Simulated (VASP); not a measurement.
# TaN (P-6m2) in VASP: a series of runs, part 2 of 2

VASP 6.6.1. Earlier steps stand in the parts before.

## 3. Single point, PBEsol

This run uses another cell than the first one, of 12.30 Å³/atom, 1.102 times its volume.

Input file INCAR:

```
SYSTEM = TaN
PREC = Accurate ; ENCUT = 520
EDIFF = 1E-6 ; ISMEAR = 0
SIGMA = 0.15 ; LREAL = .FALSE.
LASPH = .TRUE. ; NELM = 80
ALGO = Normal ; ISIF = 2
LWAVE = .FALSE. ; LCHARG = .FALSE.
GGA = PS ; NBANDS = 15
```

Input file KPOINTS:

```
Automatic mesh
0
G
  18 18 16
  0 0 0
```

Input file POSCAR:

```
TaN
1.0
    3.0702000000      0.0000000000      0.0000000000
   -1.5351000000      2.6588711947      0.0000000000
    0.0000000000      0.0000000000      3.0143000000
Ta N
1 1
Direct
    0.3333333333      0.6666666667      0.5000000000
    0.0000000000      0.0000000000      0.0000000000
```

Potentials or basis: VASP PAW PBE potentials, release 64 (Ta_pv, N).

Command:

```sh
cat potpaw_PBE.64/Ta_pv/POTCAR potpaw_PBE.64/N/POTCAR > POTCAR
mpirun -np 1 vasp_std > vasp.out
```

OUTCAR:

```text
SYSTEM = TaN
   PREC = Accurate
   ENCUT = 520
   EDIFF = 1E-6
   ISMEAR = 0
   LREAL = .FALSE.
   LASPH = .TRUE.
   NELM = 80
   ISIF = 2
   GGA = PS

 ion  position               nearest neighbor table
   1  0.333  0.667  0.500-   2 2.33   2 2.33   2 2.33   2 2.33   2 2.33   2 2.33
   2  0.000  0.000  0.000-   1 2.33   1 2.33   1 2.33   1 2.33   1 2.33   1 2.33

  LATTYP: Found a hexagonal cell.
 ALAT       =     3.0702000000
 C/A-ratio  =     0.9817927171

  Lattice vectors:

 A1 = (   3.0702000000,   0.0000000000,   0.0000000000)
 A2 = (  -1.5351000000,   2.6588711947,   0.0000000000)
 A3 = (   0.0000000000,   0.0000000000,   3.0143000000)

Analysis of symmetry for initial positions (statically):
=====================================================================
 Subroutine PRICEL returns:
 Original cell was already a primitive cell.

 Routine SETGRP: Setting up the symmetry group for a
 hexagonal supercell.

 Subroutine GETGRP returns: Found 12 space group operations
 (whereof 12 operations were pure point group operations)
 out of a pool of 24 trial point group operations.

The static configuration has the point symmetry D_3h.

Analysis of symmetry for dynamics (positions and initial velocities):
=====================================================================
 Subroutine PRICEL returns:
 Original cell was already a primitive cell.

 Routine SETGRP: Setting up the symmetry group for a
 hexagonal supercell.

 Subroutine GETGRP returns: Found 12 space group operations
 (whereof 12 operations were pure point group operations)
 out of a pool of 24 trial point group operations.

The dynamic configuration has the point symmetry D_3h.

 Subroutine INISYM returns: Found 12 space group operations
 (whereof 12 operations are pure point group operations),
 and found     1 'primitive' translations

----------------------------------------------------------------------------------------

[... 116 lines left out ...]
   LORBIT       =      0    0 simple, 1 ext, 2 COOP (PROOUT), +10 PAW based schemes
   GGA     = PS    functional components
   LHFCALC =     F    Hartree Fock is set to
   AEXX    =    0.0000 exact exchange contribution
   IVDW    =     0    specifies the selected vdW correction
   LEPSILON=     F    determine dielectric tensor
   LRPA    =     F    only Hartree local field effects (RPA)
 non-spin polarized calculation
 Gauss-broadening in eV      SIGMA  =   0.15
  energy-cutoff  :      520.00
  volume of cell :       24.61
 maximum number of plane-waves:       678
 NGX is ok and might be reduce to    24
   NGX = 11   NGY = 11   NGZ = 11

 number of electron      16.0000001 magnetization

 Free energy of the ion-electron system (eV)
  ---------------------------------------------------
  ext. energy  EPLUGINS =         0.00000000
  ---------------------------------------------------
  free energy    TOTEN  =       -23.35915330 eV

  energy without entropy =      -23.35831173  energy(sigma->0) =      -23.35873251

 E-fermi :   6.7361     XC(G=0): -12.7953

 val. band max:        6.7003431483   @ k =   0.0000   0.0000   0.4375
 cond. band min:       6.7665668245   @ k =   0.0556   0.0000   0.5000
 fundamental gap:      0.0662236762
 Fermi energy:         6.7360893435

 k-point     1 :       0.0000    0.0000    0.0000
  band No.  band energies     occupation
      1     -28.4083      2.00000
      2     -28.1934      2.00000
      3     -28.1934      2.00000
      4      -9.9830      2.00000
      5       2.7604      2.00000
      6       2.7604      2.00000
      7       3.0979      2.00000
      8       4.0381      2.00000
      9       8.0187      0.00000
     10       9.7787      0.00000
     11       9.7787      0.00000
     12      10.0202      0.00000
     13      10.0202      0.00000
     14      18.9390      0.00000
[... 401 lines left out ...]
      2     -28.3848      2.00000
      3     -28.3232      2.00000
      4      -8.1254      2.00000
      5      -0.6007      2.00000
      6       2.2402      2.00000
      7       2.9305      2.00000
      8       4.7724      2.00000
      9       8.6872      0.00000
     10       9.2985      0.00000
     11      10.4850      0.00000
     12      11.8602      0.00000
     13      13.9163      0.00000
     14      17.0567      0.00000
     15      19.6559      0.00000

 [... further k-points ...]
[... 5 lines left out ...]
  --------------------------------------------------------------------------------------
  -------------------------------------------------------------------------------------
  Total       -5.6612251     -5.6612251     -6.3244400      0.0000000     -0.0000000     -0.0000000
  in kB     -368.6129286   -368.6129286   -411.7960902      0.0000000     -0.0000000     -0.0000000
  external PRESSURE =    -383.0073158 kB  Pullay stress =       0.0000000 kB

 VOLUME and BASIS-vectors are now :
 -----------------------------------------------------------------------------
  energy-cutoff  :      520.00
  volume of cell :       24.61
      direct lattice vectors                 reciprocal lattice vectors
     3.070200000  0.000000000  0.000000000     0.325711680  0.188049726  0.000000000
    -1.535100000  2.658871195  0.000000000     0.000000000  0.376099452  0.000000000
     0.000000000  0.000000000  3.014300000     0.000000000  0.000000000  0.331751982

 POSITION                                       TOTAL-FORCE (eV/Angst)
 -----------------------------------------------------------------------------------
     -0.00000      1.77258      1.50715         0.000000      0.000000      0.000000
      0.00000      0.00000      0.00000        -0.000000     -0.000000      0.000000
 -----------------------------------------------------------------------------------
    total drift:                                0.000000     -0.000000     -0.000000

  FREE ENERGIE OF THE ION-ELECTRON SYSTEM (eV)
  ---------------------------------------------------
  free  energy   TOTEN  =       -23.3591533004 eV

  energy  without entropy=      -23.3583117252  energy(sigma->0) =      -23.35873251
```

stdout:

```text
POSCAR found type information on POSCAR TaN
 POSCAR found :  2 types and       2 ions
 scaLAPACK will be used
 -----------------------------------------------------------------------------
|                                                                             |
|                                                                             |
|     You enforced a specific xc type in the INCAR file but a different       |
|     I HOPE YOU KNOW WHAT YOU ARE DOING!                                     |
|                                                                             |
 -----------------------------------------------------------------------------

 LDA part: xc-table for (Slater+PW92), standard interpolation
 POSCAR, INCAR and KPOINTS ok, starting setup
 FFT: planning ... GRIDC
 FFT: planning ... GRID_SOFT
 FFT: planning ... GRID
 WAVECAR not read
 entering main loop
```

Run time: 42 s. Hardware: 1 thread of Intel Xeon Platinum 8488C (Sapphire Rapids), shared host; peak memory 0.24 GiB.

What came out:

| Quantity | Value |
| --- | --- |
| Free energy | -23.3592 eV |
| Pressure | -38.3 GPa |
| Band gap on the k mesh | zero (band 8 reaches 7.03 eV, above the bottom of band 9 at 6.67 eV) |

Levels at points of the mesh, in eV from the Fermi level:
```csv
k point,band 4,band 5,band 6,band 7,band 8,band 9,band 10,band 11,band 12,band 13
"(0.00, 0.00, 0.00)",-16.72,-3.98,-3.98,-3.64,-2.70,1.28,3.04,3.04,3.28,3.28
"(0.50, 0.00, 0.00)",-14.86,-7.54,-4.55,-2.96,-2.88,2.50,3.33,4.41,4.49,6.23
"(0.00, 0.00, 0.50)",-14.69,-8.54,-3.27,-3.27,-0.06,-0.06,2.07,2.93,2.93,7.04
"(0.50, 0.00, 0.50)",-14.93,-6.57,-5.63,-4.95,-0.52,3.30,4.42,4.97,5.95,8.42
```

Caveat: the PAW data sets were made with another functional, which shifts forces and pressure a little; spin-orbit coupling is left out, which moves the levels of the heavy elements.
